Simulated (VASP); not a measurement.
# TiGa7Sb8 (a cell with a defect): single point with PBEsol

System: TiGa7Sb8 (a cell with a defect).

```
Ga Ti Sb
1.0
     0.00000    6.11339    6.11339
     6.11339    0.00000    6.11339
     6.11339    6.11339    0.00000
Ga Ti Sb
7 1 8
Direct
  0.99956 0.99991 0.00278
  0.00217 0.99393 0.49875
  0.50146 0.49855 0.00068
  0.99457 0.50425 0.00125
  0.49868 0.00198 0.50261
  0.49661 0.00099 0.99989
  0.99841 0.49729 0.50472
  0.49545 0.50304 0.49800
  0.12389 0.11979 0.12827
  0.62443 0.62542 0.62658
  0.12699 0.12436 0.62385
  0.62724 0.62313 0.12412
  0.12325 0.62272 0.13062
  0.62922 0.12242 0.62606
  0.62441 0.12287 0.12750
  0.12492 0.62984 0.62673
```

- Program: VASP 6.6.1
- Task: single point
- Functional: PBEsol
- Potentials or basis: VASP PAW PBE potentials, release 64 (Ga_d, Ti_sv, Sb)
- Cutoff: 400 eV
- k mesh: 1 × 1 × 1, shifted
- Occupations: fermi-dirac, width 0.05 eV
- Spin: collinear spin
- Starting moments: [0.0, 0.0, 0.0, 0.0, 0.0, 0.0, 0.0, 2.0, 0.0, 0.0, 0.0, 0.0, 0.0, 0.0, 0.0, 0.0] μB
- Dipole correction: no
- Charge: 1
- Further INCAR settings: LREAL = Auto; ALGO = Normal; EDIFF = 1e-06; NBANDS = 90; ISYM = -1; NELECT = 142.0

The largest force is 0.869 eV/Å, the net moment is 0.00 μB per cell and the valence electrons inside the program's atomic spheres are Ga 11.62, 11.64, 11.61 (each value once); Ti 10.23; Sb 2.49, 2.54, 2.50, 2.52 (each value once).

Forces in eV/Å, atoms in the order of the input:
```
Ga  -0.140 -0.051 -0.011
Ga   0.416  0.016  0.660
Ga   0.149  0.040 -0.302
Ga  -0.201  0.842  0.080
Ga  -0.009 -0.074  0.161
Ga   0.357  0.224  0.092
Ga  -0.071  0.143  0.254
Ti  -0.353  0.293 -0.099
Sb  -0.066 -0.524  0.107
Sb  -0.326 -0.389 -0.363
Sb   0.090 -0.026 -0.495
Sb   0.255 -0.230  0.129
Sb  -0.109 -0.232  0.111
Sb   0.255 -0.003  0.089
Sb  -0.244 -0.075  0.018
Sb  -0.002  0.049 -0.429
```

Levels at points of the mesh, in eV from the Fermi level:
Spin up:
| k point | band 69 | band 70 | band 71 | band 72 | band 73 | band 74 |
| --- | --- | --- | --- | --- | --- | --- |
| (0.25, 0.25, 0.25) | -0.99 | -0.24 | -0.21 | 0.22 | 0.23 | 0.48 |
Spin down:
| k point | band 67 | band 68 | band 69 | band 70 | band 71 | band 72 | band 73 | band 74 | band 75 | band 76 |
| --- | --- | --- | --- | --- | --- | --- | --- | --- | --- | --- |
| (0.25, 0.25, 0.25) | -1.23 | -1.05 | -0.99 | -0.24 | -0.21 | 0.22 | 0.23 | 0.48 | 1.00 | 1.32 |

Run time: 4.7 min on 1 thread of Intel Xeon 8259CL (shared host), peak memory 0.53 GiB.

Caveat: the cell carries a net charge on a neutralising background, which shifts energy and pressure; the cell is charged against a uniform background, so pressure and absolute levels hang on convention; the PAW data sets were made with another functional, which shifts forces and pressure a little; spin-orbit coupling is left out, which moves the levels of the heavy elements.
